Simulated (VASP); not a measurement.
A run of VASP 6.6.1 is set up as follows.

The input INCAR:

```
ALGO = Normal ; EDIFF = 1E-6
ENCUT = 520 ; GGA = PE
ISIF = 2 ; ISMEAR = 0
LASPH = T ; LCHARG = F
LREAL = F ; LWAVE = F
NBANDS = 46 ; NELM = 80
PREC = Accurate ; SIGMA = 0.15
```

File KPOINTS:

```
k-points
0
Gamma
  3 3 3
```

POSCAR

```
Cd4Te3O
1.0
   -3.1240525276      3.1240525276      6.1596628711
    3.1240525276     -3.1240525276      6.1596628711
    3.1240525276      3.1240525276     -6.1596628711
Cd Te O
4 3 1
Direct
    0.0984048691      0.0984048691      0.4121287196
    0.6862761495      0.6862761495      0.5878712804
    0.3137238505      0.9015951309      0.0000000000
    0.9015951309      0.3137238505      0.0000000000
    0.2500000000      0.7500000000      0.5000000000
    0.7500000000      0.2500000000      0.5000000000
    0.5000000000      0.5000000000      0.0000000000
    0.0000000000      0.0000000000      0.0000000000
```

Potentials or basis: VASP PAW PBE potentials, release 64 (Cd, Te, O).

The run is started by

```console
$ cat potpaw_PBE.64/Cd/POTCAR potpaw_PBE.64/Te/POTCAR potpaw_PBE.64/O/POTCAR > POTCAR
$ mpirun -np 1 vasp_std > vasp.out
```

Q: Estimate the pressure.

A: 0.3 GPa.

Q: Predict the largest force.

A: 0.105 eV/Å.

Stress tensor (GPa, compression positive):
```
0.35 0.00 0.00
0.00 0.35 0.00
0.00 0.00 0.18
```

Caveat: the k points lie up to 0.47 Å⁻¹ apart.
